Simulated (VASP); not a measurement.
# Si6N (Pm-3m) in VASP: a series of runs, part 3 of 3

VASP 6.6.1. Earlier steps stand in the parts before.

## Step 5: Single point, PBE, collinear spin, ferromagnetic start

This run uses another cell than the first one, of 32.20 Å³/atom, 2.196 times its volume.

INCAR reads:

```
SYSTEM = Si6N
  ALGO = Normal
  EDIFF = 1E-7
  ENCUT = 520
  GGA = PE
  ISIF = 2
  ISMEAR = 0
  ISPIN = 2
  LASPH = .True.
  LCHARG = .False.
  LORBIT = 11
  LREAL = .False.
  LWAVE = .False.
  MAGMOM = 0 0 0 0 0 0 3.02
  NBANDS = 28
  NELM = 150
  PREC = Accurate
  SIGMA = 0.1
```

KPOINTS reads:

```
k-points
0
Gamma
  6 6 6
  0 0 0
```

POSCAR reads:

```
Si6N
1.0
    6.0855228344      0.0000000000      0.0000000000
    0.0000000000      6.0855228344      0.0000000000
    0.0000000000      0.0000000000      6.0855228344
Si N
6 1
Direct
    0.0000000000      0.0000000000      0.2859916805
    0.0000000000      0.0000000000      0.7140083195
    0.2859916805      0.0000000000      0.0000000000
    0.7140083195      0.0000000000      0.0000000000
    0.0000000000      0.2859916805      0.0000000000
    0.0000000000      0.7140083195      0.0000000000
    0.5000000000      0.5000000000      0.5000000000
```

Potentials or basis: VASP PAW PBE potentials, release 64 (Si, N).

Launch:

```sh
$ cat potpaw_PBE.64/Si/POTCAR potpaw_PBE.64/N/POTCAR > POTCAR
$ mpirun -np 1 vasp_std > vasp.out
```

OUTCAR:

```text
SYSTEM = Si6N
   EDIFF = 1E-7
   ENCUT = 520
   GGA = PE
   ISIF = 2
   ISMEAR = 0
   ISPIN = 2
   LASPH = .True.
   LORBIT = 11
   LREAL = .False.
   NELM = 150
   PREC = Accurate

 ion  position               nearest neighbor table
   1  0.000  0.000  0.286-   3 2.46   4 2.46   5 2.46   6 2.46   2 2.60
   2  0.000  0.000  0.714-   3 2.46   4 2.46   5 2.46   6 2.46   1 2.60
   3  0.286  0.000  0.000-   1 2.46   2 2.46   5 2.46   6 2.46   4 2.60
   4  0.714  0.000  0.000-   1 2.46   2 2.46   5 2.46   6 2.46   3 2.60
   5  0.000  0.286  0.000-   1 2.46   2 2.46   3 2.46   4 2.46   6 2.60
   6  0.000  0.714  0.000-   1 2.46   2 2.46   3 2.46   4 2.46   5 2.60
   7  0.500  0.500  0.500-

  LATTYP: Found a simple cubic cell.
 ALAT       =     6.0855228344

  Lattice vectors:

 A1 = (   6.0855228344,   0.0000000000,   0.0000000000)
 A2 = (   0.0000000000,   6.0855228344,   0.0000000000)
 A3 = (   0.0000000000,   0.0000000000,   6.0855228344)

Analysis of symmetry for initial positions (statically):
=====================================================================
 Subroutine PRICEL returns:
 Original cell was already a primitive cell.

 Routine SETGRP: Setting up the symmetry group for a
 simple cubic supercell.

 Subroutine GETGRP returns: Found 48 space group operations
 (whereof 48 operations were pure point group operations)
 out of a pool of 48 trial point group operations.

The static configuration has the point symmetry O_h .

Analysis of symmetry for dynamics (positions and initial velocities):
=====================================================================
 Subroutine PRICEL returns:
 Original cell was already a primitive cell.

 Routine SETGRP: Setting up the symmetry group for a
 simple cubic supercell.

 Subroutine GETGRP returns: Found 48 space group operations
 (whereof 48 operations were pure point group operations)
 out of a pool of 48 trial point group operations.
[... 181 lines left out ...]
      2     -10.9483      1.00000
      3      -6.0163      1.00000
      4      -6.0163      1.00000
      5      -6.0163      1.00000
      6      -4.9785      1.00000
[... 569 lines left out ...]
     25       6.2957      0.00000
     26       6.2957      0.00000
 Fermi energy:         2.0558922400

 spin component 2

 k-point     1 :       0.0000    0.0000    0.0000
  band No.  band energies     occupation
      1     -10.9749      1.00000
      2      -8.6469      1.00000
      3      -6.0514      1.00000
      4      -6.0514      1.00000
      5      -6.0514      1.00000
      6      -5.0494      1.00000
[... 569 lines left out ...]
     25       6.2397      0.00000
     26       6.2397      0.00000
 [bands above 26 left out]

------------------------ aborting loop because EDIFF is reached ----------------------------------------

  FORCE on cell =-STRESS in cart. coord.  units (eV):
  Direction    XX          YY          ZZ          XY          YZ          ZX
  --------------------------------------------------------------------------------------
  -------------------------------------------------------------------------------------
  Total       -0.0437267     -0.0437267     -0.0437267     -0.0000000      0.0000000      0.0000000
  in kB       -0.3108590     -0.3108590     -0.3108590     -0.0000000      0.0000000      0.0000000
  external PRESSURE =      -0.3108590 kB  Pullay stress =       0.0000000 kB

 VOLUME and BASIS-vectors are now :
 -----------------------------------------------------------------------------
  energy-cutoff  :      520.00
  volume of cell :      225.37
      direct lattice vectors                 reciprocal lattice vectors
     6.085522834  0.000000000  0.000000000     0.164324418  0.000000000  0.000000000
     0.000000000  6.085522834  0.000000000     0.000000000  0.164324418  0.000000000
     0.000000000  0.000000000  6.085522834     0.000000000  0.000000000  0.164324418

 POSITION                                       TOTAL-FORCE (eV/Angst)
 -----------------------------------------------------------------------------------
      0.00000      0.00000      1.74041         0.000000      0.000000     -0.010566
      0.00000      0.00000      4.34511        -0.000000     -0.000000      0.010566
      1.74041      0.00000      0.00000        -0.010566      0.000000      0.000000
      4.34511      0.00000      0.00000         0.010566     -0.000000     -0.000000
      0.00000      1.74041      0.00000         0.000000     -0.010566     -0.000000
      0.00000      4.34511      0.00000        -0.000000      0.010566      0.000000
      3.04276      3.04276      3.04276         0.000000      0.000000     -0.000000
 -----------------------------------------------------------------------------------
    total drift:                                0.000000     -0.000000     -0.000000

  FREE ENERGIE OF THE ION-ELECTRON SYSTEM (eV)
  ---------------------------------------------------
  free  energy   TOTEN  =       -30.6835651236 eV

  energy  without entropy=      -30.6547063726  energy(sigma->0) =      -30.66913575

 total charge

# of ion       s       p       d       tot
------------------------------------------
    1        0.847   0.759   0.000   1.606
    2        0.847   0.759   0.000   1.606
    3        0.847   0.759   0.000   1.606
    4        0.847   0.759   0.000   1.606
    5        0.847   0.759   0.000   1.606
    6        0.847   0.759   0.000   1.606
    7        1.354   1.944   0.000   3.298
--------------------------------------------------
tot          6.437   6.498   0.000  12.935

 magnetization (x)

# of ion       s       p       d       tot
------------------------------------------
    1       -0.001  -0.013   0.000  -0.014
    2       -0.001  -0.013   0.000  -0.014
    3       -0.001  -0.013   0.000  -0.014
    4       -0.001  -0.013   0.000  -0.014
    5       -0.001  -0.013   0.000  -0.014
    6       -0.001  -0.013   0.000  -0.014
    7        0.036   1.738   0.000   1.774
--------------------------------------------------
tot          0.028   1.662   0.000   1.690
```

OSZICAR:

```text
N       E                     dE             d eps       ncg     rms          rms(c)
DAV:   1     0.847131753588E+02    0.84713E+02   -0.98481E+03  2240   0.788E+02
DAV:   2    -0.232669586007E+02   -0.10798E+03   -0.99575E+02  2968   0.136E+02
DAV:   3    -0.318543245938E+02   -0.85874E+01   -0.83989E+01  2772   0.343E+01
[... 11 lines left out ...]
DAV:  15    -0.306835598886E+02   -0.16330E-04   -0.20778E-05  2548   0.190E-02    0.701E-03
DAV:  16    -0.306835634626E+02   -0.35740E-05   -0.47189E-06  2616   0.868E-03    0.215E-03
DAV:  17    -0.306835649346E+02   -0.14720E-05   -0.24282E-06  2508   0.672E-03    0.190E-03
DAV:  18    -0.306835651164E+02   -0.18175E-06   -0.68949E-07  2504   0.362E-03    0.886E-04
DAV:  19    -0.306835651236E+02   -0.72419E-08   -0.64295E-08  2100   0.142E-03
   1 F= -.30683565E+02 E0= -.30669136E+02  d E =-.288588E-01  mag=     2.3840
```

Run time: 4.2 min. Hardware: 1 thread of Intel Xeon Platinum 8488C (Sapphire Rapids), shared host; peak memory 0.49 GiB.

Results:

```
Free energy                                           : -30.6836 eV
Pressure                                              : 0.0 GPa
Largest force                                         : 0.011 eV/Å
Net moment                                            : 2.38 μB per cell
Site moments                                          : Si -0.01; N +1.77 μB
Valence electrons inside the program's atomic spheres : Si 1.61; N 3.30
```

Forces in eV/Å, atoms in the order of the input:
```
Si   0.000  0.000 -0.011
Si   0.000  0.000  0.011
Si  -0.011  0.000  0.000
Si   0.011  0.000  0.000
Si   0.000 -0.011  0.000
Si   0.000  0.011  0.000
N    0.000  0.000  0.000
```

Levels at points of the mesh, in eV from the Fermi level:
Spin up:
```
           k point  band 12  band 13  band 14  band 15  band 16  band 17  band 18  band 19  band 20  band 21
(0.00, 0.00, 0.00)    -2.72    -2.72    -2.72     0.02     0.02     0.02     1.02     1.02     1.02     3.04
(0.50, 0.00, 0.00)    -3.03    -3.03    -2.70    -2.07    -0.27     0.40     0.40     0.87     2.59     2.59
(0.50, 0.50, 0.00)    -3.28    -3.25    -3.25    -2.59    -1.60     0.26     0.26     2.33     2.60     2.66
(0.50, 0.50, 0.50)    -3.08    -3.08    -3.08    -2.56    -2.56    -1.17     2.10     2.10     2.10     2.63
```
Spin down:
| k point | band 11 | band 12 | band 13 | band 14 | band 15 | band 16 |
| --- | --- | --- | --- | --- | --- | --- |
| (0.00, 0.00, 0.00) | -2.77 | -0.08 | -0.08 | -0.08 | 0.09 | 0.09 |
| (0.50, 0.00, 0.00) | -2.75 | -2.16 | -0.37 | 0.30 | 0.30 | 0.33 |
| (0.50, 0.50, 0.00) | -3.32 | -2.66 | -1.66 | -0.27 | -0.27 | 0.30 |
| (0.50, 0.50, 0.50) | -3.42 | -2.63 | -2.63 | -1.23 | 0.40 | 0.40 |

## Step 6: Summary

```tsv
task	cell	k mesh	cutoff (eV)	gap on the mesh (eV)	pressure (GPa)	moment (μB)	largest force (eV/Å)
single point	a = 4.682 Å, 7 atoms	4 × 4 × 4	520	none	108.5	1.65	11.76
single point	a = 5.838 Å, 7 atoms	4 × 4 × 4	520	none	0.0	2.90	0.01
relaxation of cell and atoms	relaxed from a = 4.682 Å, 7 atoms	4 × 4 × 4	600	none	0.1	0.00	0.01
single point	a = 6.086 Å, 7 atoms	6 × 6 × 6	520	none	0.0	2.38	0.01
```

Alike in all rows: level PBE; potentials or basis VASP PAW PBE potentials, release 64 (Si, N); spin collinear, ferromagnetic start; smearing gaussian 0.1 eV.

Caveats: forces of over 1 eV/Å act on the atoms, so gaps and moduli don't describe the material at rest (some runs); the volume moved by over 15 % at a fixed basis, so the end points are rough (some runs).

Total energies depend on the potentials used, so only differences within one code and one set of settings carry meaning.
